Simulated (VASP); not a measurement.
Input of a VASP 6.6.1 run:

The input INCAR:

```
SYSTEM = Ga2Te2S
ALGO = Normal
EDIFF = 1E-7
ENCUT = 520
GGA = PE
ISIF = 2
ISMEAR = 0
LASPH = .True.
LCHARG = .False.
LREAL = .False.
LWAVE = .False.
NBANDS = 30
NELM = 60
PREC = Accurate
SIGMA = 0.1
```

KPOINTS

```
k-points
0
Gamma
  4 4 4
  0 0 0
```

Contents of POSCAR:

```
Ga2Te2S
1.0
    5.0016770000      0.0000000000      0.0000000000
    0.0000000000      5.0016770000      0.0000000000
    0.0000000000      0.0000000000      5.5655082000
Ga Te S
2 2 1
Direct
    0.5000000000      0.0000000000      0.1221531100
    0.0000000000      0.5000000000      0.1221531100
    0.0000000000      0.0000000000      0.1833228500
    0.0000000000      0.0000000000      0.7033688300
    0.5000000000      0.5000000000      0.0747312000
```

Potentials or basis: VASP PAW PBE potentials, release 64 (Ga_d, Te, S).

Command:

```console
$ cat potpaw_PBE.64/Ga_d/POTCAR potpaw_PBE.64/Te/POTCAR potpaw_PBE.64/S/POTCAR > POTCAR
$ mpirun -np 1 vasp_std > vasp.out
```

(1) What does it give for the largest force?

(2) Predict the pressure.

(3) Estimate the band gap on the k mesh.

Results:

(1) 3.299 eV/Å.

(2) 10.5 GPa.

(3) zero (bands 22 and 23 overlap by 3.32 eV).

Caveat: the stress differs along the axes, from 9 to 14 GPa; spin-orbit coupling is left out, which moves the levels of the heavy elements; forces of over 1 eV/Å act on the atoms, so gaps and moduli don't describe the material at rest.
